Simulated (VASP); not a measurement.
Write the native input for VASP 6.6.1 that does the following.

| Property | Result |
| --- | --- |
| Task | single point |
| Functional | revPBE |
| Potentials or basis | VASP PAW PBE potentials, release 64 (Ag) |
| Cutoff | 520 eV |
| k mesh | 10 × 10 × 10 |
| Occupations | fermi-dirac, width 0.1 eV |
| Spin | no spin polarisation |
| Dipole correction | no |
| Further INCAR settings | ALGO = Normal; EDIFF = 1e-06; NBANDS = 18 |

The structure of Ag lies in POSCAR:

```
Ag
1.0
    0.0000000000      3.1652766406      3.1652766406
    3.1652766406      0.0000000000      3.1652766406
    3.1652766406      3.1652766406      0.0000000000
Ag
2
Direct
    0.1250000000      0.1250000000      0.1250000000
    0.8750000000      0.8750000000      0.8750000000
```

These files were run (other wordings do the same):

INCAR

```
PREC = Accurate
ENCUT = 520
EDIFF = 1E-6
ISMEAR = -1
SIGMA = 0.1
LREAL = F
LASPH = T
NELM = 60
ALGO = Normal
ISIF = 2
LWAVE = F
LCHARG = F
GGA = RE
NBANDS = 18
```

KPOINTS

```
regular mesh
0
Gamma
  10 10 10
```

Potentials or basis: VASP PAW PBE potentials, release 64 (Ag).

Command:

```bash
$ cat potpaw_PBE.64/Ag/POTCAR > POTCAR
$ mpirun -np 1 vasp_std > vasp.out
```

Results of the run:

* Pressure: 0.0 GPa
* Band gap on the k mesh: zero (band 11 reaches 2.75 eV, above the bottom of band 12 at 2.01 eV)

Caveat: the PAW data sets were made with another functional, which shifts forces and pressure a little.

It took 63 s on 1 thread of AMD EPYC 7R43 64-Core Processor (Zen 3), with other jobs on the host, peak memory 0.18 GiB.
